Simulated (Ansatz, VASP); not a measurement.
# Two plane-wave programs on CuO

File INCAR:

```
SYSTEM = CuO
ALGO     = Normal         ! electronic algorithm
EDIFF    = 1E-7           ! SCF threshold, eV
ENCUT    = 520            ! plane-wave cutoff, eV
GGA      = PE             ! functional
ISIF     = 2              ! what is computed and relaxed
ISMEAR   = -1             ! smearing method
LASPH    = .True.         ! aspherical terms in the spheres
LCHARG   = .False.        ! write CHGCAR
LREAL    = .False.        ! projectors in reciprocal space
LWAVE    = .False.        ! write WAVECAR
NBANDS   = 16             ! bands
NELM     = 80             ! most SCF steps
PREC     = Accurate       ! precision mode
SIGMA    = 0.05           ! smearing width, eV
```

The input KPOINTS:

```
k-points
0
Gamma
  6 6 6
  0 0 0
```

The input POSCAR:

```
CuO
1.0
    0.0000000000      2.3272527300      2.3272527300
    2.3272527300      0.0000000000      2.3272527300
    2.3272527300      2.3272527300      0.0000000000
Cu O
1 1
Direct
    0.0000000000      0.0000000000      0.0000000000
    0.2500000000      0.2500000000      0.2500000000
```

Contents of input.yaml:

```yaml
crystal:
  lattice:
    - [0.0, 2.32725273, 2.32725273]
    - [2.32725273, 0.0, 2.32725273]
    - [2.32725273, 2.32725273, 0.0]
  atoms:
    - { symbol: Cu, position: [0.0, 0.0, 0.0] }
    - { symbol: O, position: [0.25, 0.25, 0.25] }
hamiltonian:
  xc: pbe
  pseudopotentials: { kind: paw }
kpoints:
  mp_grid: { grid: [6, 6, 6] }
scf:
  occupations: { method: fermi_dirac, width: 0.05 }
output:
  forces: true
  stress: true
  eigenvalues: true
  write_density: true
  write_potential: true
  elf: true
  volumetric_format: npy
```

Alike in both runs: task single point; functional PBE; k mesh 6 × 6 × 6; occupations fermi-dirac, width 0.05 eV; no spin polarisation.

|  | VASP | Ansatz |
| --- | --- | --- |
| version | VASP 6.6.1 | Ansatz 0.2.0 |
| potentials or method | VASP PAW PBE potentials, release 64 (Cu, O) | Ansatz PAW |
| plane-wave cutoff (eV) | 520 | 420 |
| valence electrons in the cell | 17 | 25 |

```csv
,VASP,Ansatz,Ansatz less VASP
gap on the k mesh at the Fermi level (eV),none,none,-
pressure (GPa),-9.0,-9.5,-0.45
```

A gap of «none» marks a metal or a gap that the smearing closes. With one functional, cell and mesh, what is left measures potentials, basis and numerics. VASP's potentials hold 17 valence electrons a cell and Ansatz's 25, so a difference there can come from the potentials and not from the codes.

The k mesh is coarse, so the values compare programs but aren't converged.
